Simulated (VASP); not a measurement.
BN:

```
CELL_PARAMETERS angstrom
2.50643 0.00000 0.00000
-1.25321 2.17063 0.00000
0.00000 0.00000 6.61412
ATOMIC_POSITIONS crystal
B 0.33333 0.66667 0.25000
B 0.66667 0.33333 0.75000
N 0.33333 0.66667 0.75000
N 0.66667 0.33333 0.25000
```

Base run:

| Property | Result |
| --- | --- |
| Program | VASP 6.6.1 |
| Functional | PBEsol |
| Potentials or basis | VASP PAW PBE potentials, release 64 (B, N) |
| Cutoff | 520 eV |
| k mesh | 12 × 12 × 4 |
| Occupations | gaussian, width 0.02 eV |
| Spin | no spin polarisation |

Its results: band gap on the k mesh 4.16 eV, indirect (least direct gap 4.57 eV); pressure 0.1 GPa.

The run is repeated on the same cell with these changes: functional from PBEsol to r2SCAN. What comes out?

Band gap on the k mesh 4.86 eV, indirect (least direct gap 5.28 eV); pressure -0.9 GPa.

r2SCAN gives the wider gap, since meta-GGAs in the generalised Kohn-Sham scheme recover part of the derivative discontinuity.

Caveats: the PAW data sets were made with another functional, which shifts forces and pressure a little; this functional lacks dispersion, which binds the layers, so the pressure and a relaxed spacing across them are unreliable (some runs).

A k mesh can miss the band edges.
